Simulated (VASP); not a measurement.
Input of a VASP 6.6.1 run:

INCAR

```
PREC = Accurate
ENCUT = 520
EDIFF = 1E-7
ISMEAR = -1
SIGMA = 0.02
LREAL = False
LASPH = True
NELM = 100
ALGO = Normal
ISIF = 2
LWAVE = False
LCHARG = False
GGA = PE
NBANDS = 15
```

The input KPOINTS:

```
Automatic mesh
0
Gamma
  6 6 6
```

Contents of POSCAR:

```
KI
1.0
    0.0000000000      3.6389174352      3.5442850250
    3.6389174352      0.0000000000      3.5442850250
    3.6389174352      3.6389174352      0.0000000000
K I
1 1
Direct
    0.0000000000      0.0000000000      0.0000000000
    0.5000000000      0.5000000000      0.5000000000
```

Potentials or basis: VASP PAW PBE potentials, release 64 (K_sv, I).

Launch:

```sh
$ cat potpaw_PBE.64/K_sv/POTCAR potpaw_PBE.64/I/POTCAR > POTCAR
$ mpirun -np 1 vasp_std > vasp.out
```

Q: Predict the pressure.

A: -0.1 GPa.

Q: Predict the band gap on the k mesh.

A: 3.82 eV, direct.

Stress tensor (GPa, compression positive):
```
-0.27  0.00  0.00
 0.00 -0.27  0.00
 0.00  0.00  0.26
```

Caveat: the cell differs from its parent crystal (biaxial xy strain +2.7%); spin-orbit coupling is left out, which moves the levels of the heavy elements.
